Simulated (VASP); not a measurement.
Wanted: the native input for a VASP 6.6.1 run.

```
Task                   : single point
Functional             : PBE
Potentials or basis    : VASP PAW PBE potentials, release 64 (Ti_sv, Si)
Cutoff                 : 520 eV
k mesh                 : 14 × 14 × 14
Occupations            : gaussian, width 0.15 eV
Spin                   : no spin polarisation
Dipole correction      : no
Further INCAR settings : ALGO = Normal; EDIFF = 1e-07; NBANDS = 29
```

The structure of TiSi2 lies in POSCAR:

```
TiSi2
1.0
    0.0000000000      4.1351811263      4.2795976070
    2.4038689094      0.0000000000      4.2795976070
    2.4038689094      4.1351811263      0.0000000000
Ti Si
2 4
Direct
    0.7660067549      0.7339932451      0.7339932451
    0.5160067549      0.4839932451      0.4839932451
    0.0889451410      0.4425775237      0.0847037772
    0.3837735581      0.0847037772      0.4425775237
    0.1652962228      0.8662264419      0.1610548590
    0.8074224763      0.1610548590      0.8662264419
```

This cell differs from its parent crystal: mode 4 (183.3 1/cm) frozen in, largest displacement -0.150 Å.

The input as run:

INCAR

```
SYSTEM = TiSi2
  PREC = Accurate
  ENCUT = 520
  EDIFF = 1E-7
  ISMEAR = 0
  SIGMA = 0.15
  LREAL = .FALSE.
  LASPH = .TRUE.
  NELM = 100
  ALGO = Normal
  ISIF = 2
  LWAVE = .FALSE.
  LCHARG = .FALSE.
  GGA = PE
  NBANDS = 29
```

KPOINTS

```
regular mesh
0
G
  14 14 14
  0 0 0
```

Potentials or basis: VASP PAW PBE potentials, release 64 (Ti_sv, Si).

Launch:

```sh
$ cat potpaw_PBE.64/Ti_sv/POTCAR potpaw_PBE.64/Si/POTCAR > POTCAR
$ mpirun -np 1 vasp_std > vasp.out
```

Results of the run:

The pressure is 0.8 GPa and the largest force is 0.533 eV/Å. The band gap on the k mesh is zero (band 20 reaches 10.68 eV, above the bottom of band 21 at 8.96 eV).

Caveat: the cell differs from its parent crystal (mode 4 (183.3 1/cm) frozen in, largest displacement -0.150 Å).

Wall time 28 min on 1 thread of AMD EPYC 7R43 64-Core Processor (Zen 3), with other jobs on the host, peak memory 0.86 GiB.
